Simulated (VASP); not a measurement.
## Hf2Pd2Se2Br2O3: single point with LDA

Crystal: Hf2Pd2Se2Br2O3.

```xyz
11
Lattice="5.7607 0.0050 -0.0029 -0.5275 5.8466 0.0341 -1.4844 -0.9264 6.6459" Properties=species:S:1:pos:R:3 pbc="T T T"
Hf    3.5658    1.9949    2.3367
Hf    0.5362    2.1009    3.9624
Pd    3.9042   -0.0043    5.6409
Pd    0.4456    4.9498    2.4142
Se    2.0523    1.4944    6.2402
Se    2.4066    4.0824    3.5487
Br    4.1617    5.6554    1.0519
Br   -0.4152    4.0015    5.7576
O     4.5038    1.1491    3.9299
O     1.7546    1.0574    2.7229
O    -0.4225    3.0696    2.4575
```

```json
{
 "Program": "VASP 6.6.1",
 "Task": "single point",
 "Functional": "LDA",
 "Potentials or basis": "VASP PAW LDA potentials, release 64 (Hf_pv, Pd, Se, Br, O)",
 "Cutoff": "520 eV",
 "k mesh": "4 × 4 × 3",
 "Occupations": "fermi-dirac, width 0.05 eV",
 "Spin": "no spin polarisation"
}
```

| Item | Value |
| --- | --- |
| Pressure | -7.6 GPa |
| Largest force | 0.704 eV/Å |
| Band gap on the k mesh | 0.15 eV (least direct gap 0.30 eV) |

Forces in eV/Å, atoms in the order of the input:
```
Hf   0.285 -0.161  0.481
Hf  -0.326 -0.108 -0.614
Pd  -0.087 -0.003 -0.157
Pd  -0.039 -0.039  0.097
Se   0.165 -0.176 -0.047
Se  -0.201 -0.033 -0.113
Br   0.260  0.194 -0.021
Br  -0.094  0.027 -0.128
O    0.082  0.276 -0.129
O    0.003  0.130  0.212
O   -0.049 -0.107  0.419
```

Stress tensor (GPa, compression positive):
```
-7.98 -0.17 -0.20
-0.17 -7.66  0.51
-0.20  0.51 -7.03
```

Levels at points of the mesh, in eV from the valence-band top:
```tsv
k point	band 40	band 41	band 42	band 43	band 44	band 45
(0.00, 0.00, 0.00)	-0.68	-0.30	-0.21	0.42	0.52	2.54
(0.50, 0.00, 0.00)	-0.91	-0.52	0.00	0.84	1.20	2.54
(0.00, 0.50, 0.00)	-0.77	-0.42	-0.27	0.75	1.23	2.42
(0.50, 0.50, 0.00)	-0.75	-0.51	-0.15	0.15	0.91	2.34
```

It took 8.7 min on 1 thread of Intel(R) Xeon(R) Platinum 8375C CPU @ 2.90GHz (Ice Lake), with other jobs on the host, peak memory 0.48 GiB.

Caveat: the cell stands under tension; spin-orbit coupling is left out, which moves the levels of the heavy elements; an odd mesh through Γ misses points on the zone boundary, where band edges can lie.
